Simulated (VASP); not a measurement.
Set up this calculation in VASP 6.6.1, as the native input.

- Task: relaxation of cell and atoms
- Functional: PBE
- Potentials or basis: VASP PAW PBE potentials, release 64 (Zr_sv, H)
- Cutoff: 600 eV
- k mesh: 12 × 12 × 6
- Occupations: gaussian, width 0.1 eV
- Spin: no spin polarisation
- Dipole correction: no
- Further INCAR settings: ALGO = Normal; EDIFF = 1e-07; IBRION = 2; EDIFFG = -0.01; NSW = 100; ISIF = 3

The structure of Zr2H3 lies in POSCAR:

```
Zr2H3
1.0
    3.3106117485      0.0000000000      0.0000000000
   -1.6553058742      2.8670738762      0.0000000000
    0.0000000000      0.0000000000      5.9988546048
Zr H
2 3
Direct
    0.0000000000      0.0000000000      0.2619152697
    0.0000000000      0.0000000000      0.7380847303
    0.3333333333      0.6666666667      0.1714682072
    0.3333333333      0.6666666667      0.8285317928
    0.6666666667      0.3333333333      0.5000000000
```

The cell was generated, and may not be a known phase.

The input as run:

INCAR

```
SYSTEM = Zr2H3
  PREC = Accurate
  ENCUT = 600
  EDIFF = 1E-7
  ISMEAR = 0
  SIGMA = 0.1
  LREAL = .False.
  LASPH = .True.
  NELM = 80
  ALGO = Normal
  ISIF = 3
  LWAVE = .False.
  LCHARG = .False.
  GGA = PE
  IBRION = 2
  NSW = 100
  EDIFFG = -0.01
```

KPOINTS

```
regular mesh
0
Gamma
  12 12 6
  0 0 0
```

Potentials or basis: VASP PAW PBE potentials, release 64 (Zr_sv, H).

Run with:

```console
$ cat potpaw_PBE.64/Zr_sv/POTCAR potpaw_PBE.64/H/POTCAR > POTCAR
$ mpirun -np 1 vasp_std > vasp.out
```

Results of the run:

| Property | Result |
| --- | --- |
| Relaxed volume | 11.48 Å³/atom |
| Relaxed cell | a = 3.303 Å, b = 3.303 Å, c = 6.078 Å, α = 90.00°, β = 90.00°, γ = 120.00° |
| Space group after relaxing (to 0.1 Å) | P-6m2 (No. 187) |
| Energy gained by relaxing | 1.0 meV/atom |
| Ionic steps | 5 |
| Pressure after relaxing | 0.0 GPa |
| Largest force after relaxing | 0.007 eV/Å |
| Band gap on the k mesh | zero (an odd number of electrons rules out a gap without spin polarisation) |

Caveat: an odd number of electrons without spin polarisation forces a metal; a magnetic or distorted state may lie lower.

It took 2.1 min on 1 thread of AMD EPYC 9R45 (Zen 5), on a shared host, peak memory 0.22 GiB.
